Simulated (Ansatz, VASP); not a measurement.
# Si in VASP and in Ansatz

```
Si
1.0
     3.83213    0.00000    0.00000
    -1.91606    3.31872    0.00000
     0.00000    0.00000    6.34122
Si
4
Direct
  0.33333 0.66667 0.00056
  0.66667 0.33333 0.50056
  0.33333 0.66667 0.37444
  0.66667 0.33333 0.87444
```

Alike in both runs: task single point; functional r2SCANh; k mesh 6 × 6 × 4; no spin polarisation.

|  | VASP | Ansatz |
| --- | --- | --- |
| version | VASP 6.6.1 | Ansatz 0.2.0 |
| potentials or method | VASP PAW PBE potentials, release 64 (Si) | plane waves, PAW |
| plane-wave cutoff (eV) | 520 | 500 |
| occupations | gaussian, width 0.01 eV | fixed |
| valence electrons in the cell | 16 | 16 |

|  | VASP | Ansatz | Ansatz less VASP |
| --- | --- | --- | --- |
| gap on the k mesh at the Fermi level (eV) | 1.06 | 1.04 | -0.027 |
| pressure (GPa) | -0.7 | -0.3 | +0.32 |
| traceless stress, the component that is largest in VASP (GPa) | -0.16 | -0.15 | +0.012 |
| rms of the force components (eV/Å) | 0.007 | 0.006 | -0.0010 |

VASP's potentials were made for PBE, not for r2SCANh. Atom by atom the forces differ by 0.001 eV/Å (rms over components). Ansatz's warnings: stress exchange threshold loose, stress scf threshold loose.
